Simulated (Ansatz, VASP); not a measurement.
## Sn2O: VASP beside Ansatz

```xyz
6
Lattice="5.1134 0.0000 0.0000 0.0000 5.1134 0.0000 0.0000 0.0000 5.1134" Properties=species:S:1:pos:R:3 pbc="T T T"
Sn    1.2784    1.2784    1.2784
Sn    3.8351    3.8351    1.2784
Sn    1.2784    3.8351    3.8351
Sn    3.8351    1.2784    3.8351
O     0.0000    0.0000    0.0000
O     2.5567    2.5567    2.5567
```

Alike in both runs: functional PBEsol; k mesh 8 × 8 × 8; occupations fermi-dirac, width 0.15 eV; no spin polarisation.

Ansatz relaxed the structure, and its values are those at the end. VASP's run is a single point on that final structure, the one shown.

|  | VASP | Ansatz |
| --- | --- | --- |
| version | VASP 6.6.1 | Ansatz 0.2.0 |
| potentials or method | VASP PAW PBE potentials, release 64 (Sn_d, O), cutoff 520 eV | scalar-relativistic, plane waves, PAW |
| valence electrons in the cell | 68 | 68 |

|  | VASP | Ansatz | Ansatz less VASP |
| --- | --- | --- | --- |
| gap on the k mesh at the Fermi level (eV) | none | none | - |
| pressure (GPa) | 0.1 | 0.0 | -0.08 |

VASP's potentials were made for PBE, not for PBEsol. A gap of «none» marks a metal or a gap that the smearing closes.
